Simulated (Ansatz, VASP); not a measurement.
**ZnO: VASP beside Ansatz**

Contents of INCAR:

```
ALGO = Normal ; EDIFF = 1E-6
ENCUT = 520 ; GGA = PE
ISIF = 2 ; ISMEAR = -1
LASPH = True ; LCHARG = True
LELF = True ; LREAL = False
LVHAR = True ; LWAVE = False
NBANDS = 16 ; NELM = 100
PREC = Accurate ; SIGMA = 0.02
```

The input KPOINTS:

```
k-points
0
Gamma
  10 10 10
```

The input POSCAR:

```
ZnO
1.0
    0.0187771795      2.1337703963      2.1337703963
    2.1337703963      0.0187771795      2.1337703963
    2.1525475758      2.1525475758      0.0000000000
Zn O
1 1
Direct
    0.0000000000      0.0000000000      0.0000000000
    0.5000000000      0.5000000000      0.5000000000
```

Input for Ansatz:

```yaml
crystal:
  lattice:
    - [0.0187771795, 2.1337703963, 2.1337703963]
    - [2.1337703963, 0.0187771795, 2.1337703963]
    - [2.1525475758, 2.1525475758, 0.0]
  atoms:
    - { symbol: Zn, position: [0.0, 0.0, 0.0] }
    - { symbol: O, position: [0.5, 0.5, 0.5] }
kpoints:
  mp_grid: { grid: [10, 10, 10] }
  band_path:
    path:
      - [0.0, 0.0, 0.0]
      - [0.5, 0.0, 0.5]
      - [0.625, 0.25, 0.625]
      - [0.375, 0.375, 0.75]
      - [0.5, 0.5, 0.5]
      - [0.5, 0.25, 0.75]
    npoints: 1
hamiltonian:
  xc: pbe
scf:
  occupations: { method: fermi_dirac, width: 0.02 }
  n_extra_bands: 4
output:
  forces: true
  stress: true
  eigenvalues: true
```

Change from the starting cell: shear_xy strain +1.8%.

Alike in both runs: task single point; functional PBE; k mesh 10 × 10 × 10; occupations fermi-dirac, width 0.02 eV; no spin polarisation.

|  | VASP | Ansatz |
| --- | --- | --- |
| version | VASP 6.6.1 | Ansatz 0.2.0 |
| potentials or method | VASP PAW PBE potentials, release 64 (Zn, O) | plane waves, PAW |
| plane-wave cutoff (eV) | 520 | 420 |
| valence electrons in the cell | 18 | 18 |

```csv
,VASP,Ansatz,Ansatz less VASP
gap on the k mesh at the Fermi level (eV),0.90,0.94,+0.033
pressure (GPa),9.1,8.0,-1.17
"traceless stress, the component that is largest in VASP (GPa)",-1.46,-1.48,-0.021
```

With one functional, cell and mesh, what is left measures potentials, basis and numerics.
